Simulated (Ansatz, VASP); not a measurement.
## Ta4O: VASP beside Ansatz

Contents of INCAR:

```
PREC = Accurate
ENCUT = 600
EDIFF = 1E-6
ISMEAR = 0
SIGMA = 0.1
LREAL = F
LASPH = T
NELM = 200
ALGO = Normal
ISIF = 2
LWAVE = F
LCHARG = F
ISPIN = 2
MAGMOM = 1 1 1 1 0
LORBIT = 11
LMAXMIX = 4
GGA = PE
NBANDS = 41
GGA_COMPAT = F
```

KPOINTS

```
Automatic mesh
0
Gamma
  4 4 4
```

The input POSCAR:

```
Ta4O
1.0
    4.3935136835      0.0000000000      0.0000000000
    0.0000000000      4.3935136835      0.0000000000
    0.0000000000      0.0000000000      4.3935136835
Ta O
4 1
Direct
    0.2636902031      0.7363097969      0.2636902031
    0.7363097969      0.2636902031      0.2636902031
    0.7363097969      0.7363097969      0.7363097969
    0.2636902031      0.2636902031      0.7363097969
    0.0000000000      0.0000000000      0.0000000000
```

Input for Ansatz:

```yaml
crystal:
  lattice:
    - [4.3935136835, 0.0, 0.0]
    - [0.0, 4.3935136835, 0.0]
    - [0.0, 0.0, 4.3935136835]
  atoms:
    - { symbol: Ta, position: [0.2636902031, 0.7363097969, 0.2636902031], spin: 1.0 }
    - { symbol: Ta, position: [0.7363097969, 0.2636902031, 0.2636902031], spin: 1.0 }
    - { symbol: Ta, position: [0.7363097969, 0.7363097969, 0.7363097969], spin: 1.0 }
    - { symbol: Ta, position: [0.2636902031, 0.2636902031, 0.7363097969], spin: 1.0 }
    - { symbol: O, position: [0.0, 0.0, 0.0] }
basis:
  ecutwfc: 420
kpoints:
  mp_grid: { grid: [4, 4, 4] }
hamiltonian:
  xc: pbe
scf:
  occupations: { method: gaussian, width: 0.1 }
  lower_state_search: "off"
output:
  forces: true
  stress: true
  eigenvalues: true
  populations: true
magnetization:
  spin_polarized: true
```

Alike in both runs: task single point; functional PBE; k mesh 4 × 4 × 4; occupations gaussian, width 0.1 eV; collinear spin.

|  | VASP | Ansatz |
| --- | --- | --- |
| version | VASP 6.6.1 | Ansatz 0.2.0 |
| potentials or method | VASP PAW PBE potentials, release 64 (Ta_sv_GW, O), cutoff 600 eV | scalar-relativistic, plane waves, PAW |
| valence electrons in the cell | 58 | 58 |

|  | VASP | Ansatz | Ansatz less VASP |
| --- | --- | --- | --- |
| gap on the k mesh at the Fermi level (eV) | none | none | - |
| pressure (GPa) | 0.0 | 0.2 | +0.22 |
| rms of the force components (eV/Å) | 0.036 | 0.011 | -0.0247 |
| net moment per atom (μB) | 0.00 | 0.00 | 0.000 |

Atom by atom the forces differ by 0.025 eV/Å (rms over components). A gap of «none» marks a metal or a gap that the smearing closes. With one functional, cell and mesh, what is left measures potentials, basis and numerics. Ansatz's warnings: seeded moment not kept.

Spin-orbit coupling is off throughout.
